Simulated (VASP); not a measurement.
# AlN (P3m1) in VASP: a series of runs

The runs below take AlN through single point, with PBE.

All numbers are computed with VASP 6.6.1; they aren't measurements. Logs are shortened: lines on timing, memory, paths and dates and some standing lists are left out, and cuts for length are marked.

### 1 The cell of the first run

Symmetry: P3m1, No. 156, trigonal system. Conventional cell: a = 3.113 Å, b = 3.113 Å, c = 4.981 Å, α = 90.00°, β = 90.00°, γ = 120.00°. Within 2.5 Å of Al (site symmetry 3m) lie 4 N at 1.89 to 1.97 Å. Al (site symmetry 3m) has 4 N at 1.69 to 1.89 Å within 2.3 Å. Within 2.5 Å of N (site symmetry 3m) lie 4 Al at 1.89 Å. Within 2.3 Å of N (site symmetry 3m) lie 4 Al at 1.69 to 1.97 Å.

### 2 Single point, PBE

File INCAR:

```
SYSTEM = AlN
  PREC = Accurate
  ENCUT = 600
  EDIFF = 1E-6
  ISMEAR = 0
  SIGMA = 0.01
  LREAL = .False.
  LASPH = .True.
  NELM = 120
  ALGO = Normal
  ISIF = 2
  LWAVE = .False.
  LCHARG = .False.
  GGA = PE
  NBANDS = 16
  GGA_COMPAT = .False.
```

File KPOINTS:

```
regular mesh
0
Gamma
  12 12 4
  0 0 0
```

File POSCAR:

```
AlN
1.0
    3.1130000000      0.0000000000      0.0000000000
   -1.5565000000      2.6959370000      0.0000000000
    0.0000000000      0.0000000000      4.9810000000
Al N
2 2
Direct
    0.3333333333      0.6666666667      0.0000000000
    0.6666666667      0.3333333333      0.5000000000
    0.3333333333      0.6666666667      0.3800000000
    0.6666666667      0.3333333333      0.8398474202
```

Potentials or basis: VASP PAW PBE potentials, release 64 (Al, N).

On the command line:

```sh
> cat potpaw_PBE.64/Al/POTCAR potpaw_PBE.64/N/POTCAR > POTCAR
> mpirun -np 1 vasp_std > vasp.out
```

OUTCAR:

```text
SYSTEM = AlN
   PREC = Accurate
   ENCUT = 600
   EDIFF = 1E-6
   ISMEAR = 0
   LREAL = .False.
   LASPH = .True.
   NELM = 120
   ISIF = 2
   GGA = PE

 ion  position               nearest neighbor table
   1  0.333  0.667  0.000-   3 1.89   4 1.97   4 1.97   4 1.97   2 3.07   2 3.07   2 3.07   2 3.07
                             2 3.07   2 3.07
   2  0.667  0.333  0.500-   4 1.69   3 1.89   3 1.89   3 1.89   1 3.07   1 3.07   1 3.07   1 3.07
                             1 3.07   1 3.07
   3  0.333  0.667  0.380-   1 1.89   2 1.89   2 1.89   2 1.89
   4  0.667  0.333  0.840-   2 1.69   1 1.97   1 1.97   1 1.97

  LATTYP: Found a hexagonal cell.
 ALAT       =     3.1130000000
 C/A-ratio  =     1.6000642467

  Lattice vectors:

 A1 = (   3.1130000000,   0.0000000000,   0.0000000000)
 A2 = (  -1.5565000000,   2.6959370000,   0.0000000000)
 A3 = (   0.0000000000,   0.0000000000,   4.9810000000)

Analysis of symmetry for initial positions (statically):
=====================================================================
 Subroutine PRICEL returns:
 Original cell was already a primitive cell.

 Routine SETGRP: Setting up the symmetry group for a
 hexagonal supercell.

 Subroutine GETGRP returns: Found  6 space group operations
 (whereof  6 operations were pure point group operations)
 out of a pool of 24 trial point group operations.

The static configuration has the point symmetry C_3v.

Analysis of symmetry for dynamics (positions and initial velocities):
=====================================================================
 Subroutine PRICEL returns:
 Original cell was already a primitive cell.

 Routine SETGRP: Setting up the symmetry group for a
 hexagonal supercell.

 Subroutine GETGRP returns: Found  6 space group operations
 (whereof  6 operations were pure point group operations)
 out of a pool of 24 trial point group operations.

The dynamic configuration has the point symmetry C_3v.

 Subroutine INISYM returns: Found  6 space group operations
 (whereof  6 operations are pure point group operations),
 and found     1 'primitive' translations

----------------------------------------------------------------------------------------

                                     Primitive cell

  volume of cell :      41.8028

  direct lattice vectors                    reciprocal lattice vectors
     3.113000000  0.000000000  0.000000000     0.321233537  0.185464275  0.000000000
    -1.556500000  2.695937000  0.000000000     0.000000000  0.370928549  0.000000000
     0.000000000  0.000000000  4.981000000     0.000000000  0.000000000  0.200762899

  length of vectors
     3.113000000  3.112999929  4.981000000     0.370928541  0.370928549  0.200762899

  position of ions in fractional coordinates (direct lattice)
     0.333333333  0.666666667  0.000000000
     0.666666667  0.333333333  0.500000000
     0.333333333  0.666666667  0.380000000
     0.666666667  0.333333333  0.839847420

  ion indices of the primitive-cell ions
   primitive index   ion index
                 1           1
                 2           2
                 3           3
                 4           4

----------------------------------------------------------------------------------------

 KPOINTS: regular mesh

Automatic generation of k-mesh.
 Grid dimensions read from file:
 generate k-points for:   12   12    4

 Generating k-lattice:

  Cartesian coordinates                     Fractional coordinates (reciprocal lattice)
     0.026769461  0.015455356  0.000000000     0.083333333  0.000000000  0.000000000
     0.000000000  0.030910712  0.000000000     0.000000000  0.083333333  0.000000000
     0.000000000  0.000000000  0.050190725     0.000000000  0.000000000  0.250000000

  Length of vectors
     0.030910712  0.030910712  0.050190725

  Shift w.r.t. Gamma in fractional coordinates (k-lattice)
     0.000000000  0.000000000  0.000000000

 Subroutine IBZKPT returns following result:
 ===========================================

 Found     69 irreducible k-points:

 Following reciprocal coordinates:
            Coordinates               Weight
  0.000000  0.000000  0.000000      1.000000
  0.083333 -0.000000  0.000000      6.000000
  0.166667 -0.000000  0.000000      6.000000
  0.250000  0.000000  0.000000      6.000000
  0.333333 -0.000000  0.000000      6.000000
  0.416667  0.000000  0.000000      6.000000
[... 16 lines left out ...]
  0.166667 -0.000000  0.250000      6.000000
  0.000000  0.166667  0.250000      6.000000
 [... further k-points ...]
   k-points           NKPTS =     69   k-points in BZ     NKDIM =     69   number of bands    NBANDS=     16
   number of dos      NEDOS =    301   number of ions     NIONS =      4
   total plane-waves  NPLWV =  31360
   dimension x,y,z NGX =    28 NGY =   28 NGZ =   40
   dimension x,y,z NGXF=    56 NGYF=   56 NGZF=   80
   ions per type =               2   2
   NGX,Y,Z   is equivalent  to a cutoff of  14.95, 14.95, 13.35 a.u.
   NGXF,Y,Z  is equivalent  to a cutoff of  29.91, 29.91, 26.70 a.u.
 SYSTEM =  AlN
   PREC   = accura    normal or accurate (medium, high low for compatibility)
   ISTART =      0    job   : 0-new  1-cont  2-samecut
   ICHARG =      2    charge: 1-file 2-atom 10-const
   ISPIN  =      1    spin polarized calculation?
   LNONCOLLINEAR =      F non collinear calculations
   LSORBIT =      F    spin-orbit coupling
   LASPH  =      T    aspherical Exc in radial PAW
   ENCUT  =  600.0 eV  44.10 Ry    6.64 a.u.   6.22  6.22  9.95*2*pi/ulx,y,z
   NELM   =    120;   NELMIN=  2; NELMDL= -5     # of ELM steps
   EDIFF  = 0.1E-05   stopping-criterion for ELM
   LREAL  =      F    real-space projection
   EDIFFG = 0.1E-04   stopping-criterion for IOM
   NSW    =      0    number of steps for IOM
   IBRION =     -1    ionic relax: 0-MD 1-quasi-New 2-CG
   NFREE  =      0    steps in history (QN), initial steepest desc. (CG)
   ISIF   =      2    stress and relaxation
   ISYM   =      2    0-nonsym 1-usesym 2-fastsym
   POTIM  = 0.5000    time-step for ionic-motion
   TEBEG  =    0.0;   TEEND  =   0.0 temperature during run
   PSTRESS=    0.0 pullay stress
   NELECT =      16.0000    total number of electrons
   NUPDOWN=      -1.0000    fix difference up-down
   EMIN   =  10.00;   EMAX   =-10.00  energy-range for DOS
   EFERMI =   0.00;   METHOD = LEGACY
   ISMEAR =     0;   SIGMA  =   0.01  broadening in eV -4-tet -1-fermi 0-gaus
   EFERMI_NEDOS =   21; number of points for ismear=-14 and -15
   IALGO  =     38    algorithm
   IMIX   =      4    mixing-type and parameters
     AMIX     =   0.40;   BMIX     =  1.00
     AMIX_MAG =   1.60;   BMIX_MAG =  1.00
  volume/ion in A,a.u.               =      10.45        70.52
  Fermi-wavevector in a.u.,A,eV,Ry     =   1.188629  2.246183 19.222843  1.412839
  Thomas-Fermi vector in A             =   2.324754
   LORBIT       =      0    0 simple, 1 ext, 2 COOP (PROOUT), +10 PAW based schemes
   GGA     = PE    functional components
   LHFCALC =     F    Hartree Fock is set to
   AEXX    =    0.0000 exact exchange contribution
   IVDW    =     0    specifies the selected vdW correction
   LEPSILON=     F    determine dielectric tensor
   LRPA    =     F    only Hartree local field effects (RPA)
 non-spin polarized calculation
 Gauss-broadening in eV      SIGMA  =   0.01
  energy-cutoff  :      600.00
  volume of cell :       41.80
 maximum number of plane-waves:      1412
 NGX is ok and might be reduce to    28
   NGX = 13   NGY = 13   NGZ = 19

 number of electron      16.0000001 magnetization

 Free energy of the ion-electron system (eV)
  ---------------------------------------------------
  ext. energy  EPLUGINS =         0.00000000
  ---------------------------------------------------
  free energy    TOTEN  =       -29.22479374 eV

  energy without entropy =      -29.22479374  energy(sigma->0) =      -29.22479374

 E-fermi :   6.2472     XC(G=0): -10.9078

 val. band max:        6.1160940515   @ k =   0.0000   0.0000   0.0000
 cond. band min:      10.1798735686   @ k =   0.0000   0.0000   0.0000
 fundamental gap:      4.0637795172
 Fermi energy:         6.2471628802

 k-point     1 :       0.0000    0.0000    0.0000
  band No.  band energies     occupation
      1      -9.0586      2.00000
      2      -6.8459      2.00000
      3       0.0274      2.00000
      4       5.3769      2.00000
      5       5.3769      2.00000
      6       5.7724      2.00000
[... 8 lines left out ...]
     15      19.3902      0.00000
     16      19.8131      0.00000

 k-point     2 :       0.0833   -0.0000    0.0000
  band No.  band energies     occupation
      1      -8.9704      2.00000
      2      -6.7978      2.00000
      3       0.1326      2.00000
      4       4.9343      2.00000
      5       5.2594      2.00000
      6       5.5854      2.00000
[... 8 lines left out ...]
     15      19.2784      0.00000
     16      19.7190      0.00000

 k-point     3 :       0.1667   -0.0000    0.0000
  band No.  band energies     occupation
      1      -8.7136      2.00000
      2      -6.6670      2.00000
      3       0.4425      2.00000
      4       3.9150      2.00000
      5       4.7414      2.00000
      6       4.9810      2.00000
[... 8 lines left out ...]
     15      18.7723      0.00000
     16      18.9255      0.00000

 k-point     4 :       0.2500    0.0000    0.0000
  band No.  band energies     occupation
      1      -8.3136      2.00000
      2      -6.4959      2.00000
      3       0.9376      2.00000
      4       2.7407      2.00000
      5       3.7829      2.00000
      6       4.6601      2.00000
[... 8 lines left out ...]
     15      18.4477      0.00000
     16      19.6589      0.00000

 k-point     5 :       0.3333   -0.0000    0.0000
  band No.  band energies     occupation
      1      -7.8224      2.00000
      2      -6.3586      2.00000
      3       1.5568      2.00000
      4       1.7242      2.00000
      5       2.9292      2.00000
      6       4.3812      2.00000
[... 8 lines left out ...]
     15      18.9476      0.00000
     16      20.7881      0.00000

 k-point     6 :       0.4167    0.0000    0.0000
  band No.  band energies     occupation
      1      -7.3420      2.00000
      2      -6.3357      2.00000
      3       0.9979      2.00000
      4       2.1985      2.00000
      5       2.3943      2.00000
      6       4.1958      2.00000
[... 8 lines left out ...]
     15      19.6021      0.00000
     16      21.6288      0.00000
[... 267 lines left out ...]
 k-point    21 :       0.0833   -0.0000    0.2500
  band No.  band energies     occupation
      1      -8.7448      2.00000
      2      -7.2140      2.00000
      3       0.8822      2.00000
      4       4.5005      2.00000
      5       5.0894      2.00000
      6       5.3439      2.00000
[... 8 lines left out ...]
     15      18.9358      0.00000
     16      19.1162      0.00000

 k-point    22 :       0.0000    0.0833    0.2500
  band No.  band energies     occupation
      1      -8.7449      2.00000
      2      -7.2140      2.00000
      3       0.8810      2.00000
      4       4.4675      2.00000
      5       5.1667      2.00000
      6       5.3520      2.00000
[... 8 lines left out ...]
     15      18.5076      0.00000
     16      19.1538      0.00000

 k-point    23 :       0.1667   -0.0000    0.2500
  band No.  band energies     occupation
      1      -8.4966      2.00000
      2      -7.0481      2.00000
      3       1.0776      2.00000
      4       3.9330      2.00000
      5       4.1882      2.00000
      6       5.0898      2.00000
[... 8 lines left out ...]
     15      19.1035      0.00000
     16      19.4161      0.00000

 k-point    24 :       0.0000    0.1667    0.2500
  band No.  band energies     occupation
      1      -8.4969      2.00000
      2      -7.0474      2.00000
      3       1.0655      2.00000
      4       3.7576      2.00000
      5       4.5177      2.00000
      6       5.0995      2.00000
[... 8 lines left out ...]
     15      18.6431      0.00000
     16      19.0817      0.00000

 [... further k-points ...]
[... 5 lines left out ...]
  --------------------------------------------------------------------------------------
  -------------------------------------------------------------------------------------
  Total       -0.0724487     -0.0724487      6.0707539      0.0000000      0.0000000      0.0000000
  in kB       -2.7767453     -2.7767451    232.6739736      0.0000000      0.0000000      0.0000000
  external PRESSURE =      75.7068277 kB  Pullay stress =       0.0000000 kB

 VOLUME and BASIS-vectors are now :
 -----------------------------------------------------------------------------
  energy-cutoff  :      600.00
  volume of cell :       41.80
      direct lattice vectors                 reciprocal lattice vectors
     3.113000000  0.000000000  0.000000000     0.321233537  0.185464275  0.000000000
    -1.556500000  2.695937000  0.000000000     0.000000000  0.370928549  0.000000000
     0.000000000  0.000000000  4.981000000     0.000000000  0.000000000  0.200762899

 POSITION                                       TOTAL-FORCE (eV/Angst)
 -----------------------------------------------------------------------------------
     -0.00000      1.79729      0.00000        -0.000000     -0.000000     -1.467502
      1.55650      0.89865      2.49050        -0.000000      0.000000     -3.337678
     -0.00000      1.79729      1.89278         0.000000     -0.000000     -1.262219
      1.55650      0.89865      4.18328        -0.000000     -0.000000      6.067399
 -----------------------------------------------------------------------------------
    total drift:                                0.000000     -0.000000      0.000200

  FREE ENERGIE OF THE ION-ELECTRON SYSTEM (eV)
  ---------------------------------------------------
  free  energy   TOTEN  =       -29.2247937366 eV

  energy  without entropy=      -29.2247937366  energy(sigma->0) =      -29.22479374
```

Wall time 24 s (1 thread of Intel Xeon 6975P-C (Granite Rapids), shared host); peak memory 0.19 GiB.

Results:

- Free energy: -29.2248 eV
- Pressure: 7.6 GPa
- Largest force: 6.067 eV/Å
- Band gap on the k mesh: 4.06 eV, direct

Forces in eV/Å, atoms in the order of the input:
```
Al   0.000  0.000 -1.468
Al   0.000  0.000 -3.338
N    0.000  0.000 -1.262
N    0.000  0.000  6.067
```

Caveat: forces of over 1 eV/Å act on the atoms, so gaps and moduli don't describe the material at rest. A k mesh can miss the band edges.

(Part 1 of 2 ends here.)
